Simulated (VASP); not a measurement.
Set up this calculation in VASP 6.6.1, as the native input.

* Task: single point
* Functional: LDA
* Potentials or basis: VASP PAW LDA potentials, release 64 (Cu_sv_GW, O)
* Cutoff: 820 eV
* k mesh: 14 × 14 × 8
* Occupations: gaussian, width 0.1 eV
* Spin: no spin polarisation
* Dipole correction: no
* Further INCAR settings: ALGO = Normal; EDIFF = 1e-06; NBANDS = 33

The structure of CuO lies in POSCAR:

```
CuO
1.0
    2.0135916939     -2.0144480502      0.1602068828
    2.0135916939      2.0144480502      0.1602068828
   -0.4003778289      0.0000000000      5.0284547228
Cu O
2 2
Direct
   -0.0057500000      0.4942500000      0.0018500000
    0.4942500000     -0.0057500000      0.5018500000
    0.4942635938      0.4942364062      0.2518500000
    0.4942364062      0.4942635938      0.7518500000
```

These files were run (other wordings do the same):

INCAR

```
SYSTEM = CuO
PREC = Accurate
ENCUT = 820
EDIFF = 1E-6
ISMEAR = 0
SIGMA = 0.1
LREAL = .FALSE.
LASPH = .TRUE.
NELM = 120
ALGO = Normal
ISIF = 2
LWAVE = .FALSE.
LCHARG = .FALSE.
NBANDS = 33
GGA_COMPAT = .FALSE.
```

KPOINTS

```
Automatic mesh
0
G
  14 14 8
  0 0 0
```

Potentials or basis: VASP PAW LDA potentials, release 64 (Cu_sv_GW, O).

Command:

```sh
$ cat potpaw_LDA.64/Cu_sv_GW/POTCAR potpaw_LDA.64/O/POTCAR > POTCAR
$ mpirun -np 1 vasp_std > vasp.out
```

Results of the run:

```json
{
  "Pressure": "-0.1 GPa",
  "Band gap on the k mesh": "zero (bands 25 and 26 overlap by 1.21 eV)"
}
```

Caveat: semilocal functionals often make such compounds metallic where correlation or magnetic order opens a gap, which also shifts bond lengths.

It took 11 min on 1 thread of Intel(R) Xeon(R) Platinum 8559C (Emerald Rapids), with other jobs on the host, peak memory 1 GiB.
